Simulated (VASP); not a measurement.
# W (Im-3m) in VASP: notebook

W is run at these levels: LDA; tasks: single point.

Everything below comes from runs of VASP 6.6.1. Logs are shortened: lines on timing, memory, paths and dates and some standing lists are left out, and cuts for length are marked.

## 1. The cell of the first run

It takes space group Im-3m (No. 229, cubic). Conventional cell: a = 3.027 Å, b = 3.027 Å, c = 3.027 Å, α = 90.00°, β = 90.00°, γ = 90.00°. W (site symmetry m-3m) has 14 W at 2.62 to 3.03 Å within 3.5 Å.

## 2. Single point, LDA

Input file INCAR:

```
SYSTEM = W
ALGO = Normal ; EDIFF = 1E-6
ENCUT = 520 ; ISIF = 2
ISMEAR = -1 ; LASPH = .TRUE.
LCHARG = .FALSE. ; LREAL = .FALSE.
LWAVE = .FALSE. ; NBANDS = 13
NELM = 100 ; PREC = Accurate
SIGMA = 0.08
```

Input file KPOINTS:

```
k-points
0
G
  19 19 19
  0 0 0
```

Input file POSCAR:

```
W
1.0
   -1.5133235099      1.5133235099      1.5133235099
    1.5133235099     -1.5133235099      1.5133235099
    1.5133235099      1.5133235099     -1.5133235099
W
1
Direct
    0.0000000000      0.0000000000      0.0000000000
```

Potentials or basis: VASP PAW LDA potentials, release 64 (W_sv).

The run is started by

```sh
$ cat potpaw_LDA.64/W_sv/POTCAR > POTCAR
$ mpirun -np 1 vasp_std > vasp.out
```

OUTCAR:

```text
SYSTEM = W
   EDIFF = 1E-6
   ENCUT = 520
   ISIF = 2
   ISMEAR = -1
   LASPH = .TRUE.
   LREAL = .FALSE.
   NELM = 100
   PREC = Accurate

 ion  position               nearest neighbor table
   1  0.000  0.000  0.000-

  LATTYP: Found a body centered cubic cell.
 ALAT       =     3.0266470198

  Lattice vectors:

 A1 = (  -1.5133235099,   1.5133235099,   1.5133235099)
 A2 = (   1.5133235099,  -1.5133235099,   1.5133235099)
 A3 = (   1.5133235099,   1.5133235099,  -1.5133235099)

Analysis of symmetry for initial positions (statically):
=====================================================================
 Subroutine PRICEL returns:
 Original cell was already a primitive cell.

 Routine SETGRP: Setting up the symmetry group for a
 body centered cubic supercell.

 Subroutine GETGRP returns: Found 48 space group operations
 (whereof 48 operations were pure point group operations)
 out of a pool of 48 trial point group operations.

The static configuration has the point symmetry O_h .

Analysis of symmetry for dynamics (positions and initial velocities):
=====================================================================
 Subroutine PRICEL returns:
 Original cell was already a primitive cell.

 Routine SETGRP: Setting up the symmetry group for a
 body centered cubic supercell.

 Subroutine GETGRP returns: Found 48 space group operations
 (whereof 48 operations were pure point group operations)
 out of a pool of 48 trial point group operations.

The dynamic configuration has the point symmetry O_h .

 Subroutine INISYM returns: Found 48 space group operations
 (whereof 48 operations are pure point group operations),
 and found     1 'primitive' translations

----------------------------------------------------------------------------------------

                                     Primitive cell

  volume of cell :      13.8629

  direct lattice vectors                    reciprocal lattice vectors
    -1.513323510  1.513323510  1.513323510     0.000000000  0.330398620  0.330398620
     1.513323510 -1.513323510  1.513323510     0.330398620  0.000000000  0.330398620
     1.513323510  1.513323510 -1.513323510     0.330398620  0.330398620  0.000000000

  length of vectors
     2.621153207  2.621153207  2.621153207     0.467254210  0.467254210  0.467254210

  position of ions in fractional coordinates (direct lattice)
     0.000000000  0.000000000  0.000000000

  ion indices of the primitive-cell ions
   primitive index   ion index
                 1           1

----------------------------------------------------------------------------------------

 KPOINTS: k-points

Automatic generation of k-mesh.
 Grid dimensions read from file:
 generate k-points for:   19   19   19

 Generating k-lattice:

  Cartesian coordinates                     Fractional coordinates (reciprocal lattice)
     0.000000000  0.017389401  0.017389401     0.052631579  0.000000000  0.000000000
     0.017389401  0.000000000  0.017389401     0.000000000  0.052631579  0.000000000
     0.017389401  0.017389401  0.000000000     0.000000000  0.000000000  0.052631579

  Length of vectors
     0.024592327  0.024592327  0.024592327

  Shift w.r.t. Gamma in fractional coordinates (k-lattice)
     0.000000000  0.000000000  0.000000000

 Subroutine IBZKPT returns following result:
 ===========================================

 Found    220 irreducible k-points:

 Following reciprocal coordinates:
            Coordinates               Weight
  0.000000  0.000000  0.000000      1.000000
  0.052632  0.000000  0.000000     12.000000
  0.105263  0.000000  0.000000     12.000000
  0.157895  0.000000  0.000000     12.000000
  0.210526  0.000000  0.000000     12.000000
  0.263158  0.000000  0.000000     12.000000
[... 16 lines left out ...]
  0.263158  0.105263  0.000000     48.000000
  0.315789  0.105263 -0.000000     48.000000
 [... further k-points ...]
   k-points           NKPTS =    220   k-points in BZ     NKDIM =    220   number of bands    NBANDS=     13
   number of dos      NEDOS =    301   number of ions     NIONS =      1
   total plane-waves  NPLWV =   8000
   dimension x,y,z NGX =    20 NGY =   20 NGZ =   20
   dimension x,y,z NGXF=    40 NGYF=   40 NGZF=   40
   ions per type =               1
   NGX,Y,Z   is equivalent  to a cutoff of  12.68, 12.68, 12.68 a.u.
   NGXF,Y,Z  is equivalent  to a cutoff of  25.37, 25.37, 25.37 a.u.
 SYSTEM =  W
   PREC   = accura    normal or accurate (medium, high low for compatibility)
   ISTART =      0    job   : 0-new  1-cont  2-samecut
   ICHARG =      2    charge: 1-file 2-atom 10-const
   ISPIN  =      1    spin polarized calculation?
   LNONCOLLINEAR =      F non collinear calculations
   LSORBIT =      F    spin-orbit coupling
   LASPH  =      T    aspherical Exc in radial PAW
   ENCUT  =  520.0 eV  38.22 Ry    6.18 a.u.   4.87  4.87  4.87*2*pi/ulx,y,z
   NELM   =    100;   NELMIN=  2; NELMDL= -5     # of ELM steps
   EDIFF  = 0.1E-05   stopping-criterion for ELM
   LREAL  =      F    real-space projection
   EDIFFG = 0.1E-04   stopping-criterion for IOM
   NSW    =      0    number of steps for IOM
   IBRION =     -1    ionic relax: 0-MD 1-quasi-New 2-CG
   NFREE  =      0    steps in history (QN), initial steepest desc. (CG)
   ISIF   =      2    stress and relaxation
   ISYM   =      2    0-nonsym 1-usesym 2-fastsym
   POTIM  = 0.5000    time-step for ionic-motion
   TEBEG  =    0.0;   TEEND  =   0.0 temperature during run
   PSTRESS=    0.0 pullay stress
   NELECT =      14.0000    total number of electrons
   NUPDOWN=      -1.0000    fix difference up-down
   EMIN   =  10.00;   EMAX   =-10.00  energy-range for DOS
   EFERMI =   0.00;   METHOD = LEGACY
   ISMEAR =    -1;   SIGMA  =   0.08  broadening in eV -4-tet -1-fermi 0-gaus
   EFERMI_NEDOS =   21; number of points for ismear=-14 and -15
   IALGO  =     38    algorithm
   IMIX   =      4    mixing-type and parameters
     AMIX     =   0.40;   BMIX     =  1.00
     AMIX_MAG =   1.60;   BMIX_MAG =  1.00
  volume/ion in A,a.u.               =      13.86        93.55
  Fermi-wavevector in a.u.,A,eV,Ry     =   1.642476  3.103830 36.704816  2.697728
  Thomas-Fermi vector in A             =   2.732772
   LORBIT       =      0    0 simple, 1 ext, 2 COOP (PROOUT), +10 PAW based schemes
   GGA     = CA    functional components
   LHFCALC =     F    Hartree Fock is set to
   AEXX    =    0.0000 exact exchange contribution
   IVDW    =     0    specifies the selected vdW correction
   LEPSILON=     F    determine dielectric tensor
   LRPA    =     F    only Hartree local field effects (RPA)
 non-spin polarized calculation
  energy-cutoff  :      520.00
  volume of cell :       13.86
 maximum number of plane-waves:       386
   NGX =  9   NGY =  9   NGZ =  9

 number of electron      14.0000004 magnetization

 Free energy of the ion-electron system (eV)
  ---------------------------------------------------
  ext. energy  EPLUGINS =         0.00000000
  ---------------------------------------------------
  free energy    TOTEN  =       -13.89295766 eV

  energy without entropy =      -13.88589756  energy(sigma->0) =      -13.88942761

 E-fermi :  13.4137     XC(G=0): -14.5970

 val. band max:       13.4073941396   @ k =  -0.2105   0.2105   0.1053
 cond. band min:      13.4774283788   @ k =  -0.1579   0.1579   0.1053
 fundamental gap:      0.0700342392
 Fermi energy:        13.4136614970

 k-point     1 :       0.0000    0.0000    0.0000
  band No.  band energies     occupation
      1     -60.2350      2.00000
      2     -23.7786      2.00000
      3     -23.7786      2.00000
      4     -23.7786      2.00000
      5       3.1415      2.00000
      6      11.8674      2.00000
      7      11.8674      2.00000
      8      11.8674      2.00000
      9      15.8947      0.00000
     10      15.8947      0.00000
     11      28.2303      0.00000
     12      28.2303      0.00000
     13      28.2303      0.00000

 k-point     2 :       0.0526    0.0000    0.0000
  band No.  band energies     occupation
      1     -60.2284      2.00000
      2     -23.8396      2.00000
      3     -23.7969      2.00000
      4     -23.7791      2.00000
      5       3.3025      2.00000
      6      11.7664      2.00000
      7      11.8462      2.00000
      8      12.0230      2.00000
      9      15.7215      0.00000
     10      15.8932      0.00000
     11      28.3757      0.00000
     12      28.4964      0.00000
     13      28.6635      0.00000

 k-point     3 :       0.1053    0.0000    0.0000
  band No.  band energies     occupation
      1     -60.2092      2.00000
      2     -24.0135      2.00000
      3     -23.8494      2.00000
      4     -23.7806      2.00000
      5       3.7644      2.00000
      6      11.4869      2.00000
      7      11.7560      2.00000
      8      12.4853      1.99998
      9      15.3492      0.00000
     10      15.8972      0.00000
     11      28.7614      0.00000
     12      29.2706      0.00000
     13      29.8020      0.00000

 k-point     4 :       0.1579    0.0000    0.0000
  band No.  band energies     occupation
      1     -60.1795      2.00000
      2     -24.2755      2.00000
      3     -23.9296      2.00000
      4     -23.7830      2.00000
      5       4.4603      2.00000
      6      11.0859      2.00000
      7      11.5564      2.00000
      8      13.2397      1.79587
      9      15.0672      0.00000
     10      15.9283      0.00000
     11      29.2036      0.00000
     12      30.4928      0.00000
     13      31.2148      0.00000

 k-point     5 :       0.2105    0.0000    0.0000
  band No.  band energies     occupation
      1     -60.1423      2.00000
      2     -24.5908      2.00000
      3     -24.0280      2.00000
      4     -23.7860      2.00000
      5       5.2613      2.00000
      6      10.6299      2.00000
      7      11.3210      2.00000
      8      14.2615      0.00005
      9      15.0471      0.00000
     10      16.0101      0.00000
     11      29.3193      0.00000
     12      32.0906      0.00000
     13      32.0982      0.00000
[... 257 lines left out ...]
 k-point    22 :       0.2105    0.1053    0.0000
  band No.  band energies     occupation
      1     -60.0892      2.00000
      2     -24.9726      2.00000
      3     -24.1493      2.00000
      4     -23.8636      2.00000
      5       6.3728      2.00000
      6      10.2049      2.00000
      7      10.8163      2.00000
      8      14.8009      0.00000
      9      16.2278      0.00000
     10      16.5995      0.00000
     11      29.2147      0.00000
     12      31.2950      0.00000
     13      33.4289      0.00000

 k-point    23 :       0.2632    0.1053    0.0000
  band No.  band energies     occupation
      1     -60.0516      2.00000
      2     -25.2409      2.00000
      3     -24.2687      2.00000
      4     -23.8704      2.00000
      5       6.7808      2.00000
      6       9.8299      2.00000
      7      11.1796      2.00000
      8      15.1368      0.00000
      9      16.7772      0.00000
     10      17.7033      0.00000
     11      28.0743      0.00000
     12      30.4094      0.00000
     13      34.8076      0.00000

 k-point    24 :       0.3158    0.1053   -0.0000
  band No.  band energies     occupation
      1     -60.0189      2.00000
      2     -25.4657      2.00000
      3     -24.3718      2.00000
      4     -23.8755      2.00000
      5       6.8385      2.00000
      6       9.5400      2.00000
      7      11.9761      2.00000
      8      15.5311      0.00000
      9      16.9551      0.00000
     10      19.2100      0.00000
     11      27.0825      0.00000
     12      28.9069      0.00000
     13      34.1990      0.00000

 [... further k-points ...]

------------------------ aborting loop because EDIFF is reached ----------------------------------------

  FORCE on cell =-STRESS in cart. coord.  units (eV):
  Direction    XX          YY          ZZ          XY          YZ          ZX
  --------------------------------------------------------------------------------------
  -------------------------------------------------------------------------------------
  Total        4.0776497      4.0776497      4.0776497      0.0000000     -0.0000000      0.0000000
  in kB      471.2649761    471.2649761    471.2649761      0.0000000     -0.0000000      0.0000000
  external PRESSURE =     471.2649761 kB  Pullay stress =       0.0000000 kB

 VOLUME and BASIS-vectors are now :
 -----------------------------------------------------------------------------
  energy-cutoff  :      520.00
  volume of cell :       13.86
      direct lattice vectors                 reciprocal lattice vectors
    -1.513323510  1.513323510  1.513323510     0.000000000  0.330398620  0.330398620
     1.513323510 -1.513323510  1.513323510     0.330398620  0.000000000  0.330398620
     1.513323510  1.513323510 -1.513323510     0.330398620  0.330398620  0.000000000

 POSITION                                       TOTAL-FORCE (eV/Angst)
 -----------------------------------------------------------------------------------
      0.00000      0.00000      0.00000        -0.000000     -0.000000     -0.000000
 -----------------------------------------------------------------------------------
    total drift:                                0.000000     -0.000000     -0.000000

  FREE ENERGIE OF THE ION-ELECTRON SYSTEM (eV)
  ---------------------------------------------------
  free  energy   TOTEN  =       -13.8929576556 eV

  energy  without entropy=      -13.8858975628  energy(sigma->0) =      -13.88942761
```

It took 30 s on 1 thread of AMD EPYC 7R13 (Zen 3), shared host; peak memory 0.12 GiB.

Results:

| Item | Value |
| --- | --- |
| Free energy | -13.8930 eV |
| Pressure | 47.1 GPa |
| Band gap on the k mesh | zero (band 7 reaches 19.15 eV, above the bottom of band 8 at 11.87 eV) |

Caveat: spin-orbit coupling is left out, which moves the levels of the heavy elements.

## 3. Single point, LDA

Input file INCAR:

```
SYSTEM = W
PREC     = Accurate       ! precision mode
ENCUT    = 520            ! plane-wave cutoff, eV
EDIFF    = 1E-6           ! SCF threshold, eV
ISMEAR   = -1             ! smearing method
SIGMA    = 0.08           ! smearing width, eV
LREAL    = .FALSE.        ! projectors in reciprocal space
LASPH    = .TRUE.         ! aspherical terms in the spheres
NELM     = 80             ! most SCF steps
ALGO     = Normal         ! electronic algorithm
ISIF     = 2              ! what is computed and relaxed
LWAVE    = .FALSE.        ! write WAVECAR
LCHARG   = .FALSE.        ! write CHGCAR
GGA      = CA             ! functional
NBANDS   = 13             ! bands
```

Input file KPOINTS:

```
Automatic mesh
0
G
  19 19 19
  0 0 0
```

POSCAR is that of step 2.

Potentials or basis: VASP PAW LDA potentials, release 64 (W_sv).

The run is started by

```sh
$ cat potpaw_LDA.64/W_sv/POTCAR > POTCAR
$ mpirun -np 1 vasp_std > vasp.out
```

Run time: 15 s. Hardware: 1 thread of AMD EPYC 9R45 (Zen 5), shared host; peak memory 0.11 GiB.

The run converged. Its results:

```yaml
Free_energy: -13.8930 eV
Pressure: 47.1 GPa
Band_gap_on_the_k_mesh: zero (band 7 reaches 19.15 eV, above the bottom of band 8 at 11.87 eV)
```

Levels at points of the mesh, in eV from the Fermi level:
```csv
k point,band 4,band 5,band 6,band 7,band 8,band 9,band 10,band 11
"(0.00, 0.00, 0.00)",-37.19,-10.27,-1.55,-1.55,-1.55,2.48,2.48,14.82
```

Caveat: spin-orbit coupling is left out, which moves the levels of the heavy elements.
